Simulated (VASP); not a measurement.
# BN (P6_3mc) in VASP: further runs

The runs below take BN through single point, with PBEsol.

All numbers are computed with VASP 6.6.1; they aren't measurements. Logs are shortened: lines on timing, memory, paths and dates and some standing lists are left out, and cuts for length are marked.

## (1) The cell of the first run

It takes space group P6_3mc (No. 186, hexagonal). Conventional cell: a = 2.783 Å, b = 2.783 Å, c = 4.385 Å, α = 90.00°, β = 90.00°, γ = 120.00°. Within 2.1 Å of B (site symmetry 3m) lie 4 N at 1.61 to 2.07 Å. N (site symmetry 3m) has 4 B at 1.61 to 2.07 Å within 2.1 Å.

## (2) Single point, PBEsol (Ga replaced by B, lengths x 0.882, strained)

INCAR

```
SYSTEM = BN
PREC = Accurate
ENCUT = 600
EDIFF = 1E-6
ISMEAR = 0
SIGMA = 0.1
LREAL = .FALSE.
LASPH = .TRUE.
NELM = 120
ALGO = Normal
ISIF = 2
LWAVE = .FALSE.
LCHARG = .FALSE.
GGA = PS
NBANDS = 16
GGA_COMPAT = .FALSE.
```

KPOINTS

```
Automatic mesh
0
G
  9 9 4
  0 0 0
```

POSCAR

```
BN
1.0
    2.7831025188      0.0000000000      0.0000000000
   -1.3915512595      2.4102374826      0.0000000000
    0.0000000000      0.0000000000      4.3845578097
B N
2 2
Direct
    0.3333333333      0.6666666667     -0.0483933411
    0.6666666667      0.3333333333      0.4516066589
    0.3333333333      0.6666666667      0.4233933411
    0.6666666667      0.3333333333      0.9233933411
```

Potentials or basis: VASP PAW PBE potentials, release 64 (B, N).

The run is started by

```
$ cat potpaw_PBE.64/B/POTCAR potpaw_PBE.64/N/POTCAR > POTCAR
$ mpirun -np 1 vasp_std > vasp.out
```

OUTCAR:

```text
SYSTEM = BN
   PREC = Accurate
   ENCUT = 600
   EDIFF = 1E-6
   ISMEAR = 0
   LREAL = .FALSE.
   LASPH = .TRUE.
   NELM = 120
   ISIF = 2
   GGA = PS

 ion  position               nearest neighbor table
   1  0.333  0.667  0.952-   4 1.61   4 1.61   4 1.61
   2  0.667  0.333  0.452-   3 1.61   3 1.61   3 1.61
   3  0.333  0.667  0.423-   2 1.61   2 1.61   2 1.61
   4  0.667  0.333  0.923-   1 1.61   1 1.61   1 1.61

  LATTYP: Found a hexagonal cell.
 ALAT       =     2.7831025188
 C/A-ratio  =     1.5754208766

  Lattice vectors:

 A1 = (   2.7831025188,   0.0000000000,   0.0000000000)
 A2 = (  -1.3915512595,   2.4102374826,   0.0000000000)
 A3 = (   0.0000000000,   0.0000000000,   4.3845578097)

Analysis of symmetry for initial positions (statically):
=====================================================================
 Subroutine PRICEL returns:
 Original cell was already a primitive cell.

 Routine SETGRP: Setting up the symmetry group for a
 hexagonal supercell.

 Subroutine GETGRP returns: Found 12 space group operations
 (whereof  6 operations were pure point group operations)
 out of a pool of 24 trial point group operations.

The static configuration has the point symmetry C_3v.
 The point group associated with its full space group is C_6v.

Analysis of symmetry for dynamics (positions and initial velocities):
=====================================================================
 Subroutine PRICEL returns:
 Original cell was already a primitive cell.

 Routine SETGRP: Setting up the symmetry group for a
 hexagonal supercell.

 Subroutine GETGRP returns: Found 12 space group operations
 (whereof  6 operations were pure point group operations)
 out of a pool of 24 trial point group operations.

The dynamic configuration has the point symmetry C_3v.
 The point group associated with its full space group is C_6v.

 Subroutine INISYM returns: Found 12 space group operations
 (whereof  6 operations are pure point group operations),
 and found     1 'primitive' translations

----------------------------------------------------------------------------------------

                                     Primitive cell

  volume of cell :      29.4113

  direct lattice vectors                    reciprocal lattice vectors
     2.783102519  0.000000000  0.000000000     0.359311234  0.207448438  0.000000000
    -1.391551259  2.410237483  0.000000000     0.000000000  0.414896875  0.000000000
     0.000000000  0.000000000  4.384557810     0.000000000  0.000000000  0.228073170

  length of vectors
[... 86 lines left out ...]
   EDIFF  = 0.1E-05   stopping-criterion for ELM
   LREAL  =      F    real-space projection
   EDIFFG = 0.1E-04   stopping-criterion for IOM
   NSW    =      0    number of steps for IOM
   IBRION =     -1    ionic relax: 0-MD 1-quasi-New 2-CG
   NFREE  =      0    steps in history (QN), initial steepest desc. (CG)
   ISIF   =      2    stress and relaxation
   ISYM   =      2    0-nonsym 1-usesym 2-fastsym
   POTIM  = 0.5000    time-step for ionic-motion
   TEBEG  =    0.0;   TEEND  =   0.0 temperature during run
   PSTRESS=    0.0 pullay stress
   NELECT =      16.0000    total number of electrons
   NUPDOWN=      -1.0000    fix difference up-down
   EMIN   =  10.00;   EMAX   =-10.00  energy-range for DOS
   EFERMI =   0.00;   METHOD = LEGACY
   ISMEAR =     0;   SIGMA  =   0.10  broadening in eV -4-tet -1-fermi 0-gaus
   EFERMI_NEDOS =   21; number of points for ismear=-14 and -15
   IALGO  =     38    algorithm
   IMIX   =      4    mixing-type and parameters
     AMIX     =   0.40;   BMIX     =  1.00
     AMIX_MAG =   1.60;   BMIX_MAG =  1.00
  volume/ion in A,a.u.               =       7.35        49.62
  Fermi-wavevector in a.u.,A,eV,Ry     =   1.336421  2.525469 24.300283  1.786020
  Thomas-Fermi vector in A             =   2.465049
   LORBIT       =      0    0 simple, 1 ext, 2 COOP (PROOUT), +10 PAW based schemes
   GGA     = PS    functional components
   LHFCALC =     F    Hartree Fock is set to
   AEXX    =    0.0000 exact exchange contribution
   IVDW    =     0    specifies the selected vdW correction
   LEPSILON=     F    determine dielectric tensor
   LRPA    =     F    only Hartree local field effects (RPA)
 non-spin polarized calculation
 Gauss-broadening in eV      SIGMA  =   0.10
  energy-cutoff  :      600.00
  volume of cell :       29.41
 maximum number of plane-waves:      1014
 NGX is ok and might be reduce to    24
   NGX = 11   NGY = 11   NGZ = 17

 number of electron      16.0000002 magnetization

 Free energy of the ion-electron system (eV)
  ---------------------------------------------------
  ext. energy  EPLUGINS =         0.00000000
  ---------------------------------------------------
  free energy    TOTEN  =       -33.91098090 eV

  energy without entropy =      -33.91098090  energy(sigma->0) =      -33.91098090

 E-fermi :   7.1963     XC(G=0): -11.9701

 val. band max:        6.7182591683   @ k =   0.0000   0.0000   0.0000
 cond. band min:       9.6588327334   @ k =   0.3333   0.3333   0.5000
 fundamental gap:      2.9405735652
 Fermi energy:         7.1962587462

 k-point     1 :       0.0000    0.0000    0.0000
  band No.  band energies     occupation
      1     -13.0914      2.00000
      2      -9.5313      2.00000
      3      -3.1323      2.00000
      4       2.4077      2.00000
      5       2.4077      2.00000
      6       3.8308      2.00000
[... 433 lines left out ...]
      3      -2.6900      2.00000
      4      -2.3571      2.00000
      5      -2.3571      2.00000
      6      -0.8783      2.00000
[... 8 lines left out ...]
     15      17.7144      0.00000
     16      17.7144      0.00000

 [... further k-points ...]
[... 5 lines left out ...]
  --------------------------------------------------------------------------------------
  -------------------------------------------------------------------------------------
  Total      -14.0542859    -14.0542859      1.9196418      0.0000000      0.0000000      0.0000000
  in kB     -765.6045822   -765.6045822    104.5721291      0.0000000      0.0000000      0.0000000
  external PRESSURE =    -475.5456785 kB  Pullay stress =       0.0000000 kB

 VOLUME and BASIS-vectors are now :
 -----------------------------------------------------------------------------
  energy-cutoff  :      600.00
  volume of cell :       29.41
      direct lattice vectors                 reciprocal lattice vectors
     2.783102519  0.000000000  0.000000000     0.359311234  0.207448438  0.000000000
    -1.391551259  2.410237483  0.000000000     0.000000000  0.414896875  0.000000000
     0.000000000  0.000000000  4.384557810     0.000000000  0.000000000  0.228073170

 POSITION                                       TOTAL-FORCE (eV/Angst)
 -----------------------------------------------------------------------------------
     -0.00000      1.60682      4.17237         0.000000      0.000000      1.346272
      1.39155      0.80341      1.98010        -0.000000     -0.000000      1.346272
     -0.00000      1.60682      1.85639        -0.000000     -0.000000     -1.346272
      1.39155      0.80341      4.04867         0.000000      0.000000     -1.346272
 -----------------------------------------------------------------------------------
    total drift:                               -0.000000      0.000000      0.000141

  FREE ENERGIE OF THE ION-ELECTRON SYSTEM (eV)
  ---------------------------------------------------
  free  energy   TOTEN  =       -33.9109809043 eV

  energy  without entropy=      -33.9109809043  energy(sigma->0) =      -33.91098090
```

stdout:

```text
POSCAR found type information on POSCAR B N
 POSCAR found :  2 types and       4 ions
 scaLAPACK will be used
 -----------------------------------------------------------------------------
|                                                                             |
|                                                                             |
|     You enforced a specific xc type in the INCAR file but a different       |
|     I HOPE YOU KNOW WHAT YOU ARE DOING!                                     |
|                                                                             |
 -----------------------------------------------------------------------------

 LDA part: xc-table for (Slater+PW92), standard interpolation
 POSCAR, INCAR and KPOINTS ok, starting setup
 FFT: planning ... GRIDC
 FFT: planning ... GRID_SOFT
 FFT: planning ... GRID
 WAVECAR not read
 entering main loop
```

Run time: 15 s. Hardware: 1 thread of AMD EPYC 7R43 (Zen 3), shared host; peak memory 0.12 GiB.

Results:

```
Free energy            : -33.9110 eV
Pressure               : -47.6 GPa
Largest force          : 1.346 eV/Å
Band gap on the k mesh : 2.94 eV (least direct gap 4.20 eV)
```

Forces on the atoms (eV/Å):
```
B    0.000  0.000  1.346
B    0.000  0.000  1.346
N    0.000  0.000 -1.346
N    0.000  0.000 -1.346
```

Stress tensor (GPa, compression positive):
```
-76.56   0.00   0.00
  0.00 -76.56   0.00
  0.00   0.00  10.46
```

Caveat: the cell differs from its parent crystal (Ga replaced by B, lengths x 0.882, strained); the stress differs along the axes, from -77 to 10 GPa; the PAW data sets were made with another functional, which shifts forces and pressure a little.

## (3) Single point, PBEsol (Ga replaced by B, lengths x 0.882, strained)

Changes to INCAR since step 2:

```diff
@@ -5,3 +5,3 @@
 ISMEAR = 0
-SIGMA = 0.1
+SIGMA = 0.02
 LREAL = .FALSE.
```

KPOINTS

```
regular mesh
0
G
  9 9 6
  0 0 0
```

POSCAR is that of step 2.

Potentials or basis: VASP PAW PBE potentials, release 64 (B, N).

The run is started by

```
$ cat potpaw_PBE.64/B/POTCAR potpaw_PBE.64/N/POTCAR > POTCAR
$ mpirun -np 1 vasp_std > vasp.out
```

It took 22 s on 1 thread of AMD EPYC 7R43 (Zen 3), shared host; peak memory 0.12 GiB.

The run converged. Its results:

- Free energy: -33.9086 eV
- Pressure: -47.5 GPa
- Largest force: 1.353 eV/Å
- Band gap on the k mesh: 2.88 eV (least direct gap 4.20 eV)

Forces on the atoms (eV/Å):
```
B    0.000  0.000  1.353
B    0.000  0.000  1.353
N    0.000  0.000 -1.353
N    0.000  0.000 -1.353
```

Stress tensor (GPa, compression positive):
```
-76.58   0.00   0.00
  0.00 -76.58   0.00
  0.00   0.00  10.55
```

Levels at points of the mesh, in eV from the valence-band top:
```
           k point  band 5  band 6  band 7  band 8  band 9  band 10  band 11  band 12
(0.00, 0.00, 0.00)   -4.31   -2.89   -2.89    0.00    4.20     5.37     5.92     5.92
(0.00, 0.00, 0.50)   -3.64   -3.64   -3.64   -3.64    4.92     4.92     6.77     6.77
```

Caveat: the cell differs from its parent crystal (Ga replaced by B, lengths x 0.882, strained); the stress differs along the axes, from -77 to 11 GPa; the PAW data sets were made with another functional, which shifts forces and pressure a little.
